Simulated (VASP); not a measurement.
# TiO2 (P4_2/mnm) in VASP: a series of runs

The runs below take TiO2 through single point, with r2SCAN+U.

Program: VASP 6.6.1. These are calculated values, not measurements. Logs are shortened: lines on timing, memory, paths and dates and some standing lists are left out, and cuts for length are marked.

**1. The cell of the first run**

It takes space group P4_2/mnm (No. 136, tetragonal). Conventional cell: a = 4.230 Å, b = 4.230 Å, c = 3.113 Å, α = 90.00°, β = 90.00°, γ = 90.00°. Ti (site symmetry mmm) has 6 O at 1.83 to 1.94 Å within 2.4 Å. O (site symmetry m2m) has 3 Ti at 1.83 to 1.94 Å and 1 O at 2.33 Å within 2.4 Å.

**2. Single point, r2SCAN+U (strain -0.080 along x and y, +0.040 along z)**

Input file POSCAR:

```
TiO2
1.0
    4.2295744681      0.0000000000      0.0000000000
    0.0000000000      4.2295744681      0.0000000000
    0.0000000000      0.0000000000      3.1125995552
Ti O
2 4
Direct
    0.0000000000      0.0000000000      0.0000000000
    0.5000000000      0.5000000000      0.5000000000
    0.3051400959      0.3051400959      0.0000000000
    0.1948599041      0.8051400959      0.5000000000
    0.6948599041      0.6948599041      0.0000000000
    0.8051400959      0.1948599041      0.5000000000
```

Input file INCAR.step1:

```
SYSTEM = TiO2
ALGO = Normal
EDIFF = 1E-4
ENCUT = 520
GGA = PE
ISMEAR = 0
LASPH = .TRUE.
LCHARG = .FALSE.
LDAU = .TRUE.
LDAUJ = 0 0
LDAUL = 2 -1
LDAUTYPE = 2
LDAUU = 4 0
LMAXMIX = 4
LREAL = .FALSE.
LWAVE = .TRUE.
NBANDS = 33
NELM = 150
PREC = Accurate
SIGMA = 0.05
```

Input file INCAR.step2:

```
SYSTEM = TiO2
ALGO = Normal
EDIFF = 1E-6
ENCUT = 520
ISIF = 2
ISMEAR = 0
ISTART = 1
LASPH = .TRUE.
LCHARG = .FALSE.
LDAU = .TRUE.
LDAUJ = 0 0
LDAUL = 2 -1
LDAUPRINT = 1
LDAUTYPE = 2
LDAUU = 4 0
LMAXMIX = 4
LMIXTAU = .TRUE.
LREAL = .FALSE.
LWAVE = .FALSE.
METAGGA = R2SCAN
NBANDS = 33
NELM = 150
PREC = Accurate
SIGMA = 0.05
```

Input file KPOINTS:

```
k-points
0
G
  6 6 8
  0 0 0
```

Potentials or basis: VASP PAW PBE potentials, release 64 (Ti_sv, O).

Launch:

```bash
cat potpaw_PBE.64/Ti_sv/POTCAR potpaw_PBE.64/O/POTCAR > POTCAR
cp INCAR.step1 INCAR
mpirun -np 1 vasp_std > vasp.out
cp INCAR.step2 INCAR
mpirun -np 1 vasp_std > vasp.out
```

OUTCAR:

```text
SYSTEM = TiO2
   EDIFF = 1E-6
   ENCUT = 520
   ISIF = 2
   ISMEAR = 0
   ISTART = 1
   LASPH = .TRUE.
   LREAL = .FALSE.
   METAGGA = R2SCAN
   NELM = 150
   PREC = Accurate

 ion  position               nearest neighbor table
   1  0.000  0.000  0.000-   3 1.83   5 1.83   4 1.94   6 1.94   4 1.94   6 1.94
   2  0.500  0.500  0.500-   4 1.83   6 1.83   5 1.94   3 1.94   3 1.94   5 1.94
   3  0.305  0.305  0.000-   1 1.83   2 1.94   2 1.94
   4  0.195  0.805  0.500-   2 1.83   1 1.94   1 1.94
   5  0.695  0.695  0.000-   1 1.83   2 1.94   2 1.94
   6  0.805  0.195  0.500-   2 1.83   1 1.94   1 1.94

  LATTYP: Found a simple tetragonal cell.
 ALAT       =     4.2295744681
 C/A-ratio  =     0.7359131701

  Lattice vectors:

 A1 = (   4.2295744681,   0.0000000000,   0.0000000000)
 A2 = (   0.0000000000,   4.2295744681,   0.0000000000)
 A3 = (   0.0000000000,   0.0000000000,   3.1125995552)

Analysis of symmetry for initial positions (statically):
=====================================================================
 Subroutine PRICEL returns:
 Original cell was already a primitive cell.

 Routine SETGRP: Setting up the symmetry group for a
 simple tetragonal supercell.

 Subroutine GETGRP returns: Found 16 space group operations
 (whereof  8 operations were pure point group operations)
 out of a pool of 16 trial point group operations.

The static configuration has the point symmetry D_2h.
 The point group associated with its full space group is D_4h.

Analysis of symmetry for dynamics (positions and initial velocities):
=====================================================================
 Subroutine PRICEL returns:
 Original cell was already a primitive cell.

 Routine SETGRP: Setting up the symmetry group for a
 simple tetragonal supercell.

 Subroutine GETGRP returns: Found 16 space group operations
 (whereof  8 operations were pure point group operations)
 out of a pool of 16 trial point group operations.

The dynamic configuration has the point symmetry D_2h.
 The point group associated with its full space group is D_4h.

 Subroutine INISYM returns: Found 16 space group operations
 (whereof  8 operations are pure point group operations),
 and found     1 'primitive' translations

----------------------------------------------------------------------------------------

                                     Primitive cell

  volume of cell :      55.6822

  direct lattice vectors                    reciprocal lattice vectors
     4.229574468  0.000000000  0.000000000     0.236430404  0.000000000  0.000000000
     0.000000000  4.229574468  0.000000000     0.000000000  0.236430404  0.000000000
     0.000000000  0.000000000  3.112599555     0.000000000  0.000000000  0.321274864

  length of vectors
     4.229574468  4.229574468  3.112599555     0.236430404  0.236430404  0.321274864

  position of ions in fractional coordinates (direct lattice)
     0.000000000  0.000000000  0.000000000
     0.500000000  0.500000000  0.500000000
     0.305140096  0.305140096  0.000000000
     0.194859904  0.805140096  0.500000000
     0.694859904  0.694859904  0.000000000
     0.805140096  0.194859904  0.500000000

  ion indices of the primitive-cell ions
   primitive index   ion index
                 1           1
                 2           2
                 3           3
                 4           4
                 5           5
                 6           6

----------------------------------------------------------------------------------------

 KPOINTS: k-points

Automatic generation of k-mesh.
 Grid dimensions read from file:
 generate k-points for:    6    6    8

 Generating k-lattice:

  Cartesian coordinates                     Fractional coordinates (reciprocal lattice)
     0.039405067  0.000000000  0.000000000     0.166666667  0.000000000  0.000000000
[... 68 lines left out ...]
   TEBEG  =    0.0;   TEEND  =   0.0 temperature during run
   PSTRESS=    0.0 pullay stress
   NELECT =      48.0000    total number of electrons
   NUPDOWN=      -1.0000    fix difference up-down
   EMIN   =  10.00;   EMAX   =-10.00  energy-range for DOS
   EFERMI =   0.00;   METHOD = LEGACY
   ISMEAR =     0;   SIGMA  =   0.05  broadening in eV -4-tet -1-fermi 0-gaus
   EFERMI_NEDOS =   21; number of points for ismear=-14 and -15
   IALGO  =     38    algorithm
   IMIX   =      4    mixing-type and parameters
     AMIX     =   0.40;   BMIX     =  1.00
     AMIX_MAG =   1.60;   BMIX_MAG =  1.00
  volume/ion in A,a.u.               =       9.28        62.63
  Fermi-wavevector in a.u.,A,eV,Ry     =   1.558056  2.944299 33.028663  2.427538
  Thomas-Fermi vector in A             =   2.661616
   LORBIT       =      0    0 simple, 1 ext, 2 COOP (PROOUT), +10 PAW based schemes
 LDA+U is selected, type is set to LDAUTYPE =  2
   angular momentum for each species LDAUL =     2   -1
   U (eV)           for each species LDAUU =   4.0  0.0
   J (eV)           for each species LDAUJ =   0.0  0.0
   METAGGA = R2SCAN    functional components
   LHFCALC =     F    Hartree Fock is set to
   AEXX    =    0.0000 exact exchange contribution
   IVDW    =     0    specifies the selected vdW correction
   LEPSILON=     F    determine dielectric tensor
   LRPA    =     F    only Hartree local field effects (RPA)
 non-spin polarized calculation
 Gauss-broadening in eV      SIGMA  =   0.05
  energy-cutoff  :      520.00
  volume of cell :       55.68
 maximum number of plane-waves:      1518
 NGX is ok and might be reduce to    32
   NGX = 15   NGY = 15   NGZ = 11

atom =   1  type =  1  l = 2

 onsite density matrix

spin component  1

  0.2266  0.0000 -0.1156  0.0000  0.0000
  0.0000  0.1735  0.0000 -0.0788  0.0000
 -0.1156  0.0000  0.1452  0.0000 -0.0000
  0.0000 -0.0788  0.0000  0.1735  0.0000
  0.0000  0.0000 -0.0000  0.0000  0.1120

spin component  2

  0.2266  0.0000 -0.1156  0.0000  0.0000
  0.0000  0.1735  0.0000 -0.0788  0.0000
 -0.1156  0.0000  0.1452  0.0000 -0.0000
  0.0000 -0.0788  0.0000  0.1735  0.0000
  0.0000  0.0000 -0.0000  0.0000  0.1120

 occupancies and eigenvectors

  o =  0.0634  v = -0.5780  0.0000 -0.8161  0.0000 -0.0000  0.0000  0.0000  0.0000  0.0000  0.0000      0.0000  0.0000  0.0000  0.0000  0.0000  0.0000  0.0000  0.0000  0.0000  0.0000
  o =  0.0634  v =  0.0000  0.0000  0.0000  0.0000  0.0000 -0.5780  0.0000 -0.8161  0.0000 -0.0000      0.0000  0.0000  0.0000  0.0000  0.0000  0.0000  0.0000  0.0000  0.0000  0.0000
  o =  0.0947  v = -0.0000 -0.7071 -0.0000 -0.7071 -0.0000  0.0000  0.0000  0.0000  0.0000  0.0000      0.0000  0.0000  0.0000  0.0000  0.0000  0.0000  0.0000  0.0000  0.0000  0.0000
  o =  0.0947  v =  0.0000  0.0000  0.0000  0.0000  0.0000 -0.0000 -0.7071 -0.0000 -0.7071 -0.0000      0.0000  0.0000  0.0000  0.0000  0.0000  0.0000  0.0000  0.0000  0.0000  0.0000
  o =  0.1120  v = -0.0000 -0.0000 -0.0000 -0.0000  1.0000  0.0000  0.0000  0.0000  0.0000  0.0000      0.0000  0.0000  0.0000  0.0000  0.0000  0.0000  0.0000  0.0000  0.0000  0.0000
  o =  0.1120  v =  0.0000  0.0000  0.0000  0.0000  0.0000 -0.0000 -0.0000 -0.0000 -0.0000  1.0000      0.0000  0.0000  0.0000  0.0000  0.0000  0.0000  0.0000  0.0000  0.0000  0.0000
  o =  0.2523  v =  0.0000  0.0000  0.0000  0.0000  0.0000 -0.0000 -0.7071 -0.0000  0.7071  0.0000      0.0000  0.0000  0.0000  0.0000  0.0000  0.0000  0.0000  0.0000  0.0000  0.0000
  o =  0.2523  v = -0.0000 -0.7071 -0.0000  0.7071  0.0000  0.0000  0.0000  0.0000  0.0000  0.0000      0.0000  0.0000  0.0000  0.0000  0.0000  0.0000  0.0000  0.0000  0.0000  0.0000
  o =  0.3084  v = -0.8161  0.0000  0.5780 -0.0000 -0.0000  0.0000  0.0000  0.0000  0.0000  0.0000      0.0000  0.0000  0.0000  0.0000  0.0000  0.0000  0.0000  0.0000  0.0000  0.0000
  o =  0.3084  v =  0.0000  0.0000  0.0000  0.0000  0.0000 -0.8161  0.0000  0.5780 -0.0000 -0.0000      0.0000  0.0000  0.0000  0.0000  0.0000  0.0000  0.0000  0.0000  0.0000  0.0000

atom =   2  type =  1  l = 2

 onsite density matrix

spin component  1

  0.2266  0.0000  0.1156  0.0000 -0.0000
  0.0000  0.1735  0.0000  0.0788  0.0000
  0.1156  0.0000  0.1452  0.0000 -0.0000
  0.0000  0.0788  0.0000  0.1735  0.0000
 -0.0000  0.0000 -0.0000  0.0000  0.1120

spin component  2

  0.2266  0.0000  0.1156  0.0000 -0.0000
  0.0000  0.1735  0.0000  0.0788  0.0000
  0.1156  0.0000  0.1452  0.0000 -0.0000
  0.0000  0.0788  0.0000  0.1735  0.0000
 -0.0000  0.0000 -0.0000  0.0000  0.1120

 occupancies and eigenvectors

  o =  0.0634  v = -0.5780  0.0000  0.8161 -0.0000  0.0000  0.0000  0.0000  0.0000  0.0000  0.0000      0.0000  0.0000  0.0000  0.0000  0.0000  0.0000  0.0000  0.0000  0.0000  0.0000
  o =  0.0634  v =  0.0000  0.0000  0.0000  0.0000  0.0000 -0.5780  0.0000  0.8161 -0.0000  0.0000      0.0000  0.0000  0.0000  0.0000  0.0000  0.0000  0.0000  0.0000  0.0000  0.0000
  o =  0.0947  v = -0.0000 -0.7071  0.0000  0.7071  0.0000  0.0000  0.0000  0.0000  0.0000  0.0000      0.0000  0.0000  0.0000  0.0000  0.0000  0.0000  0.0000  0.0000  0.0000  0.0000
  o =  0.0947  v =  0.0000  0.0000  0.0000  0.0000  0.0000 -0.0000 -0.7071  0.0000  0.7071  0.0000      0.0000  0.0000  0.0000  0.0000  0.0000  0.0000  0.0000  0.0000  0.0000  0.0000
  o =  0.1120  v =  0.0000  0.0000  0.0000  0.0000  0.0000 -0.0000 -0.0000  0.0000  0.0000 -1.0000      0.0000  0.0000  0.0000  0.0000  0.0000  0.0000  0.0000  0.0000  0.0000  0.0000
  o =  0.1120  v = -0.0000 -0.0000  0.0000  0.0000 -1.0000  0.0000  0.0000  0.0000  0.0000  0.0000      0.0000  0.0000  0.0000  0.0000  0.0000  0.0000  0.0000  0.0000  0.0000  0.0000
  o =  0.2523  v =  0.0000  0.0000  0.0000  0.0000  0.0000 -0.0000 -0.7071  0.0000 -0.7071 -0.0000      0.0000  0.0000  0.0000  0.0000  0.0000  0.0000  0.0000  0.0000  0.0000  0.0000
  o =  0.2523  v = -0.0000 -0.7071  0.0000 -0.7071 -0.0000  0.0000  0.0000  0.0000  0.0000  0.0000      0.0000  0.0000  0.0000  0.0000  0.0000  0.0000  0.0000  0.0000  0.0000  0.0000
  o =  0.3084  v = -0.8161  0.0000 -0.5780  0.0000  0.0000  0.0000  0.0000  0.0000  0.0000  0.0000      0.0000  0.0000  0.0000  0.0000  0.0000  0.0000  0.0000  0.0000  0.0000  0.0000
  o =  0.3084  v =  0.0000  0.0000  0.0000  0.0000  0.0000 -0.8161  0.0000 -0.5780  0.0000  0.0000      0.0000  0.0000  0.0000  0.0000  0.0000  0.0000  0.0000  0.0000  0.0000  0.0000

 number of electron      48.0000026 magnetization

 Free energy of the ion-electron system (eV)
  ---------------------------------------------------
  ext. energy  EPLUGINS =         0.00000000
  ---------------------------------------------------
  free energy    TOTEN  =       -63.23209867 eV

  energy without entropy =      -63.23209867  energy(sigma->0) =      -63.23209867

 E-fermi :   6.4075     XC(G=0): -12.8671

 val. band max:        6.0953924250   @ k =   0.0000   0.0000   0.0000
 cond. band min:       9.3533329474   @ k =   0.0000   0.0000   0.0000
 fundamental gap:      3.2579405224
 Fermi energy:         6.4075476265

 k-point     1 :       0.0000    0.0000    0.0000
  band No.  band energies     occupation
      1     -53.5100      2.00000
      2     -53.4718      2.00000
      3     -28.8822      2.00000
      4     -28.8822      2.00000
      5     -28.6100      2.00000
      6     -28.6100      2.00000
[... 853 lines left out ...]
     32      12.3036      0.00000
     33      14.3370      0.00000

 [... further k-points ...]

------------------------ aborting loop because EDIFF is reached ----------------------------------------

  FORCE on cell =-STRESS in cart. coord.  units (eV):
  Direction    XX          YY          ZZ          XY          YZ          ZX
  --------------------------------------------------------------------------------------
  -------------------------------------------------------------------------------------
  Total       18.9818287     18.9818287      7.4615036      0.0000000      0.0000000      0.0000000
  in kB      546.1752659    546.1752659    214.6942093      0.0000000      0.0000000      0.0000000
  external PRESSURE =     435.6815804 kB  Pullay stress =       0.0000000 kB

 VOLUME and BASIS-vectors are now :
 -----------------------------------------------------------------------------
  energy-cutoff  :      520.00
  volume of cell :       55.68
      direct lattice vectors                 reciprocal lattice vectors
     4.229574468  0.000000000  0.000000000     0.236430404  0.000000000  0.000000000
     0.000000000  4.229574468  0.000000000     0.000000000  0.236430404  0.000000000
     0.000000000  0.000000000  3.112599555     0.000000000  0.000000000  0.321274864

 POSITION                                       TOTAL-FORCE (eV/Angst)
 -----------------------------------------------------------------------------------
      0.00000      0.00000      0.00000         0.000000     -0.000000      0.000000
      2.11479      2.11479      1.55630         0.000000     -0.000000      0.000000
      1.29061      1.29061      0.00000         0.361033      0.361033      0.000000
      0.82417      3.40540      1.55630        -0.361033      0.361033      0.000000
      2.93896      2.93896      0.00000        -0.361033     -0.361033     -0.000000
      3.40540      0.82417      1.55630         0.361033     -0.361033     -0.000000
 -----------------------------------------------------------------------------------
    total drift:                                0.000000      0.000000      0.000000

  FREE ENERGIE OF THE ION-ELECTRON SYSTEM (eV)
  ---------------------------------------------------
  free  energy   TOTEN  =       -63.2320986678 eV

  energy  without entropy=      -63.2320986678  energy(sigma->0) =      -63.23209867
```

Wall time 4.7 min (1 thread of Intel Xeon 8259CL, shared host); peak memory 0.21 GiB.

Results:

```
Free energy            : -63.2321 eV
Pressure               : 43.6 GPa
Largest force          : 0.511 eV/Å
Band gap on the k mesh : 3.26 eV
```

Forces in eV/Å, atoms in the order of the input:
```
Ti   0.000  0.000  0.000
Ti   0.000  0.000  0.000
O    0.361  0.361  0.000
O   -0.361  0.361  0.000
O   -0.361 -0.361  0.000
O    0.361 -0.361  0.000
```

Eigenvalues of the final occupation matrices:
```csv
site,spin,trace,eigenvalues
site 1 d,1,0.83,0.06 0.09 0.11 0.25 0.31
site 1 d,2,0.83,0.06 0.09 0.11 0.25 0.31
site 2 d,1,0.83,0.06 0.09 0.11 0.25 0.31
site 2 d,2,0.83,0.06 0.09 0.11 0.25 0.31
```

Caveat: the cell differs from its parent crystal (strain -0.080 along x and y, +0.040 along z); the stress differs along the axes, from 21 to 55 GPa; the PAW data sets were made with another functional, which shifts forces and pressure a little. A k mesh can miss the band edges.

[end of part 1 of 3]
